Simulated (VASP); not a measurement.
BN:

```
B N
1.0
     2.54101    0.00000    0.00000
    -1.27051    2.20058    0.00000
     0.00000    0.00000    4.20330
B N
2 2
Cartesian
  1.2456 0.7642 4.2329
  -0.0249 1.4977 2.1312
  1.2954 0.7029 2.5975
  0.0249 1.4364 0.4958
```

This cell differs from its parent crystal: all B atoms moved 0.1 Å in one direction.

| Quantity | Value |
| --- | --- |
| Program | VASP 6.6.1 |
| Task | relaxation of cell and atoms |
| Functional | PBEsol |
| Potentials or basis | VASP PAW PBE potentials, release 64 (B, N) |
| Cutoff | 600 eV |
| k mesh | 12 × 12 × 6 |
| Occupations | gaussian, width 0.05 eV |
| Spin | no spin polarisation |

At the start: pressure 4.1 GPa; volume 5.88 Å³/atom.

Question: How do energy, volume and symmetry change on relaxing?

Answer: Over 9 steps the energy falls by 64.9 meV/atom and the volume is 5.88 Å³/atom (+0.1 %); space group P6_3mc (No. 186, to 0.05 Å).

The path:
| step | energy change (eV) | largest force (eV/Å) | pressure (GPa) | volume (Å³) |
| --- | --- | --- | --- | --- |
| 1 | 0.0000 | 2.7815 | 4.11 | 23.50 |
| 2 | 0.2718 | 3.0216 | -1.44 | 24.02 |
| 3 | -0.2529 | 0.3533 | -2.64 | 23.70 |
| 4 | -0.2529 | 0.3415 | -2.57 | 23.69 |
| 5 | -0.2547 | 0.3198 | 1.73 | 23.42 |
| 6 | -0.2594 | 0.0495 | -0.36 | 23.54 |
| 7 | -0.2596 | 0.0474 | 0.33 | 23.50 |
| 8 | -0.2597 | 0.0116 | 0.07 | 23.52 |
| 9 | -0.2597 | 0.0038 | 0.00 | 23.52 |

Final structure:
```cif
data_structure
_symmetry_space_group_name_H-M 'P 1'
_symmetry_Int_Tables_number 1
_cell_length_a 2.5417
_cell_length_b 2.5418
_cell_length_c 4.2044
_cell_angle_alpha 89.998
_cell_angle_beta 90.001
_cell_angle_gamma 120.001
_cell_volume 23.52
loop_
_atom_site_label
_atom_site_type_symbol
_atom_site_fract_x
_atom_site_fract_y
_atom_site_fract_z
_atom_site_occupancy
B1 B 0.66667 0.33332 0.99973 1
B2 B 0.33334 0.66665 0.49973 1
N1 N 0.66669 0.33336 0.62527 1
N2 N 0.33331 0.66668 0.12527 1
```

Caveat: the cell differs from its parent crystal (all B atoms moved 0.1 Å in one direction); the PAW data sets were made with another functional, which shifts forces and pressure a little.
